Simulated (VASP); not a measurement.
# InP (Fm-3m) in VASP: notebook

Runs on InP. Level: PBEsol. Tasks: vibrations by perturbation theory.

Program: VASP 6.6.1. These are calculated values, not measurements. Logs are shortened: lines on timing, memory, paths and dates and some standing lists are left out, and cuts for length are marked.

## Step 1: The cell of the first run

It takes space group Fm-3m (No. 225, cubic). Conventional cell: a = 5.385 Å, b = 5.385 Å, c = 5.385 Å, α = 90.00°, β = 90.00°, γ = 90.00°. Within 3.6 Å of In (site symmetry m-3m) lie 6 P at 2.69 Å. Within 3.6 Å of P (site symmetry m-3m) lie 6 In at 2.69 Å.

## Step 2: Vibrations by perturbation theory, PBEsol

INCAR

```
SYSTEM = InP
  PREC = Accurate
  ENCUT = 520
  EDIFF = 1E-8
  ISMEAR = -1
  SIGMA = 0.15
  LREAL = .FALSE.
  LASPH = .TRUE.
  NELM = 60
  ALGO = Normal
  ISIF = 2
  LWAVE = .FALSE.
  LCHARG = .TRUE.
  GGA = PS
  NBANDS = 16
  IBRION = 8
  NSW = 1
```

KPOINTS

```
regular mesh
0
G
  14 14 14
  0 0 0
```

POSCAR

```
InP
1.0
    0.0000000000      2.6923240431      2.6923240431
    2.6923240431      0.0000000000      2.6923240431
    2.6923240431      2.6923240431      0.0000000000
In P
1 1
Direct
    0.0000000000      0.0000000000      0.0000000000
    0.5000000000      0.5000000000      0.5000000000
```

Potentials or basis: VASP PAW PBE potentials, release 64 (In_d, P).

On the command line:

```bash
$ cat potpaw_PBE.64/In_d/POTCAR potpaw_PBE.64/P/POTCAR > POTCAR
$ mpirun -np 1 vasp_std > vasp.out
```

OUTCAR:

```text
SYSTEM = InP
   PREC = Accurate
   ENCUT = 520
   EDIFF = 1E-8
   ISMEAR = -1
   LREAL = .FALSE.
   LASPH = .TRUE.
   NELM = 60
   ISIF = 2
   GGA = PS
   IBRION = 8
   NSW = 1

 ion  position               nearest neighbor table
   1  0.000  0.000  0.000-   2 2.69   2 2.69   2 2.69   2 2.69   2 2.69   2 2.69
   2  0.500  0.500  0.500-   1 2.69   1 2.69   1 2.69   1 2.69   1 2.69   1 2.69

  LATTYP: Found a face centered cubic cell.
 ALAT       =     5.3846480862

  Lattice vectors:

 A1 = (   0.0000000000,   2.6923240431,   2.6923240431)
 A2 = (   2.6923240431,   0.0000000000,   2.6923240431)
 A3 = (   2.6923240431,   2.6923240431,   0.0000000000)

Analysis of symmetry for initial positions (statically):
=====================================================================
 Subroutine PRICEL returns:
 Original cell was already a primitive cell.

 Routine SETGRP: Setting up the symmetry group for a
 face centered cubic supercell.

 Subroutine GETGRP returns: Found 48 space group operations
 (whereof 48 operations were pure point group operations)
 out of a pool of 48 trial point group operations.

The static configuration has the point symmetry O_h .

Analysis of symmetry for dynamics (positions and initial velocities):
=====================================================================
 Subroutine PRICEL returns:
 Original cell was already a primitive cell.

 Routine SETGRP: Setting up the symmetry group for a
 face centered cubic supercell.

 Subroutine GETGRP returns: Found 48 space group operations
 (whereof 48 operations were pure point group operations)
 out of a pool of 48 trial point group operations.

The dynamic configuration has the point symmetry O_h .

 Subroutine INISYM returns: Found 48 space group operations
 (whereof 48 operations are pure point group operations),
 and found     1 'primitive' translations

----------------------------------------------------------------------------------------

                                     Primitive cell

  volume of cell :      39.0312

  direct lattice vectors                    reciprocal lattice vectors
     0.000000000  2.692324043  2.692324043    -0.185713158  0.185713158  0.185713158
     2.692324043  0.000000000  2.692324043     0.185713158 -0.185713158  0.185713158
     2.692324043  2.692324043  0.000000000     0.185713158  0.185713158 -0.185713158

  length of vectors
     3.807521176  3.807521176  3.807521176     0.321664625  0.321664625  0.321664625

  position of ions in fractional coordinates (direct lattice)
     0.000000000  0.000000000  0.000000000
     0.500000000  0.500000000  0.500000000

  ion indices of the primitive-cell ions
   primitive index   ion index
                 1           1
                 2           2

----------------------------------------------------------------------------------------

 KPOINTS: regular mesh

Automatic generation of k-mesh.
 Grid dimensions read from file:
 generate k-points for:   14   14   14

 Generating k-lattice:

  Cartesian coordinates                     Fractional coordinates (reciprocal lattice)
    -0.013265226  0.013265226  0.013265226     0.071428571  0.000000000  0.000000000
     0.013265226 -0.013265226  0.013265226     0.000000000  0.071428571  0.000000000
     0.013265226  0.013265226 -0.013265226     0.000000000  0.000000000  0.071428571

  Length of vectors
     0.022976045  0.022976045  0.022976045

  Shift w.r.t. Gamma in fractional coordinates (k-lattice)
     0.000000000  0.000000000  0.000000000
[... 74 lines left out ...]
  Thomas-Fermi vector in A             =   2.398104
   LORBIT       =      0    0 simple, 1 ext, 2 COOP (PROOUT), +10 PAW based schemes
   GGA     = PS    functional components
   LHFCALC =     F    Hartree Fock is set to
   AEXX    =    0.0000 exact exchange contribution
   IVDW    =     0    specifies the selected vdW correction
   LEPSILON=     F    determine dielectric tensor
   LRPA    =     F    only Hartree local field effects (RPA)
 non-spin polarized calculation
  energy-cutoff  :      520.00
  volume of cell :       39.03
 maximum number of plane-waves:      1067
   NGX = 15   NGY = 15   NGZ = 15

--------------------------------------- Ionic step        1  -------------------------------------------

 number of electron      18.0000005 magnetization

 Free energy of the ion-electron system (eV)
  ---------------------------------------------------
  ext. energy  EPLUGINS =         0.00000000
  ---------------------------------------------------
  free energy    TOTEN  =        -8.80906103 eV

  energy without entropy =       -8.74444485  energy(sigma->0) =       -8.77675294

 E-fermi :   8.0344     XC(G=0): -10.9423

 val. band max:        8.0262780259   @ k =   0.3571   0.0000   0.0000
 cond. band min:       8.1203455995   @ k =  -0.4286   0.0714   0.0000
 fundamental gap:      0.0940675736
 Fermi energy:         8.0344123823

 k-point     1 :       0.0000    0.0000    0.0000
  band No.  band energies     occupation
      1      -6.2516      2.00000
      2      -6.2516      2.00000
      3      -6.2242      2.00000
      4      -6.2242      2.00000
      5      -6.2242      2.00000
      6      -4.6882      2.00000
[... 433 lines left out ...]
      3      -6.2435      2.00000
      4      -6.1729      2.00000
      5      -6.1528      2.00000
      6      -3.6287      2.00000
[... 8 lines left out ...]
     15      18.3281      0.00000
     16      18.5426      0.00000

 [... further k-points ...]

------------------------ aborting loop because EDIFF is reached ----------------------------------------

  FORCE on cell =-STRESS in cart. coord.  units (eV):
  Direction    XX          YY          ZZ          XY          YZ          ZX
  --------------------------------------------------------------------------------------
  -------------------------------------------------------------------------------------
  Total        0.9821338      0.9821338      0.9821338     -0.0000000     -0.0000000      0.0000000
  in kB       40.3152420     40.3152420     40.3152420     -0.0000000     -0.0000000      0.0000000
  external PRESSURE =      40.3152420 kB  Pullay stress =       0.0000000 kB

 VOLUME and BASIS-vectors are now :
 -----------------------------------------------------------------------------
  energy-cutoff  :      520.00
  volume of cell :       39.03
      direct lattice vectors                 reciprocal lattice vectors
     0.000000000  2.692324043  2.692324043    -0.185713158  0.185713158  0.185713158
     2.692324043  0.000000000  2.692324043     0.185713158 -0.185713158  0.185713158
     2.692324043  2.692324043  0.000000000     0.185713158  0.185713158 -0.185713158

 POSITION                                       TOTAL-FORCE (eV/Angst)
 -----------------------------------------------------------------------------------
      0.00000      0.00000      0.00000         0.000000      0.000000     -0.000000
      2.69232      2.69232      2.69232         0.000000      0.000000      0.000000
 -----------------------------------------------------------------------------------
    total drift:                               -0.000000      0.000000      0.000000

  FREE ENERGIE OF THE ION-ELECTRON SYSTEM (eV)
  ---------------------------------------------------
  free  energy   TOTEN  =        -8.8090610278 eV

  energy  without entropy=       -8.7444448522  energy(sigma->0) =       -8.77675294

[... ionic steps 2 to 3 ...]

--------------------------------------- Ionic step        4  -------------------------------------------

------------------------ aborting loop because EDIFF is reached ----------------------------------------

[... ionic steps 5 to 6 ...]

--------------------------------------- Ionic step        7  -------------------------------------------

 Free energy of the ion-electron system (eV)
  ---------------------------------------------------
  ---------------------------------------------------
  free energy    TOTEN  =        -0.04708191 eV

  energy without entropy =       -0.04708190

------------------------ aborting loop because EDIFF is reached ----------------------------------------

 INTERNAL STRAIN TENSOR  FOR ION    2  DIRECTION 1   (eV/Angst):
 -----------------------------------------------------------------------------
    -0.05349  0.00000 -0.00000
     0.00000  0.03450 -0.00000
    -0.00000 -0.00000  0.03450

 INTERNAL STRAIN TENSOR FOR ION    2 for displacements in x,y,z  (eV/Angst):
          X           Y           Z          XY          YZ          ZX
  --------------------------------------------------------------------------------
  x     0.00000     0.00000     0.00000     0.00000     0.00000     0.00000
  y     0.00000     0.00000     0.00000     0.00000     0.00000     0.00000
  z     0.00000     0.00000     0.00000     0.00000     0.00000     0.00000

 SECOND DERIVATIVES (NOT SYMMETRIZED)
 ------------------------------------
               1X          1Y          1Z          2X          2Y          2Z
  1X    -3.433572    0.000000    0.000000    3.433572    0.000000    0.000000
  1Y     0.000000   -3.433572    0.000000    0.000000    3.433572    0.000000
  1Z     0.000000    0.000000   -3.433572    0.000000    0.000000    3.433572
  2X     3.411345    0.000000    0.000000   -3.411345    0.000000    0.000000
  2Y     0.000000    3.411345    0.000000    0.000000   -3.411345    0.000000
  2Z     0.000000    0.000000    3.411345    0.000000    0.000000   -3.411345

 Eigenvectors and eigenvalues of the dynamical matrix
 ----------------------------------------------------

   1 f  =    5.850281 THz    36.758398 2PiTHz  195.144362 cm-1    24.194806 meV
             X         Y         Z           dx          dy          dz
      0.000000  0.000000  0.000000     0.462104   -0.000000    0.000000
      2.692324  2.692324  2.692324    -0.886826   -0.000000    0.000000
[... 21 lines left out ...]
   6 f/i=    0.007785 THz     0.048917 2PiTHz    0.259693 cm-1     0.032198 meV
             X         Y         Z           dx          dy          dz
      0.000000  0.000000  0.000000    -0.140228    0.727855    0.486850
      2.692324  2.692324  2.692324    -0.073069    0.379268    0.253686

--------------------------------------------------------------------------------------------------------

 ELASTIC MODULI CONTR FROM IONIC RELAXATION (kBar)
 Direction    XX          YY          ZZ          XY          YZ          ZX
 --------------------------------------------------------------------------------
 XX           0.0000      0.0000      0.0000      0.0000      0.0000      0.0000
 YY           0.0000      0.0000      0.0000      0.0000      0.0000      0.0000
 ZZ           0.0000      0.0000      0.0000      0.0000      0.0000      0.0000
 XY           0.0000      0.0000      0.0000      0.0000      0.0000      0.0000
 YZ           0.0000      0.0000      0.0000      0.0000      0.0000      0.0000
 ZX           0.0000      0.0000      0.0000      0.0000      0.0000      0.0000
 --------------------------------------------------------------------------------
```

Run time: 3.6 min. Hardware: 1 thread of Intel Xeon Platinum 8559C (Emerald Rapids), shared host; peak memory 0.42 GiB.

What came out:

* Highest phonon frequency at Γ, LO-TO splitting left out: 195 cm⁻¹

Phonon frequencies in cm⁻¹ (negative: imaginary):
| q point | frequencies |
| --- | --- |
| (0.000, 0.000, 0.000) | 0 0 0 195 195 195 |

Caveat: the cell wasn't relaxed at this level first, which shifts response properties; the PAW data sets were made with another functional, which shifts forces and pressure a little; spin-orbit coupling is left out, which moves the levels of the heavy elements.

(Part 1 of 2 ends here.)
